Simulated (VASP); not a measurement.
The system is Bi.

```
CELL_PARAMETERS angstrom
3.57310 0.00000 0.00000
-1.78655 3.09439 0.00000
0.00000 0.00000 5.78842
ATOMIC_POSITIONS crystal
Bi 0.33333 0.66667 0.25000
Bi 0.66667 0.33333 0.75000
```

This isn't the form of Bi at room conditions, which is rhombohedral.

```yaml
Program: VASP 6.6.1
Task: relaxation of cell and atoms
Functional: LDA
Potentials_or_basis: VASP PAW LDA potentials, release 64 (Bi_d)
Cutoff: 500 eV
k_mesh: 14 × 14 × 8
Occupations: fermi-dirac, width 0.1 eV
Spin: collinear spin
Starting_moments: "[2.0, 2.0] μB"
```

At the start: pressure -4.4 GPa; volume 32.00 Å³/atom.

Where does the relaxation end?

Over 7 steps the energy falls by 38.6 meV/atom and the volume is 29.44 Å³/atom (-8.0 %); space group P6_3/mmc (No. 194, to 0.1 Å) before and after; moment 0.00 μB per cell.

The path:
| step | energy change (eV) | largest force (eV/Å) | pressure (GPa) | volume (Å³) |
| --- | --- | --- | --- | --- |
| 1 | 0.0000 | 0.0000 | -4.39 | 64.00 |
| 2 | -0.0510 | 0.0000 | 3.28 | 56.22 |
| 3 | -0.0767 | 0.0000 | -0.01 | 58.86 |
| 4 | -0.0767 | 0.0000 | 0.12 | 58.76 |
| 5 | -0.0769 | 0.0000 | -0.08 | 58.94 |
| 6 | -0.0770 | 0.0000 | -0.15 | 59.01 |
| 7 | -0.0771 | 0.0000 | -0.01 | 58.89 |

Final structure:
```yaml
crystal:
  lattice:
    - [3.46034, 0.00000, 0.00000]
    - [-1.73017, 2.99675, 0.00000]
    - [0.00000, 0.00000, 5.67865]
  atoms:
    - { symbol: Bi, position: [0.33333, 0.66667, 0.25000] }
    - { symbol: Bi, position: [0.66667, 0.33333, 0.75000] }
```
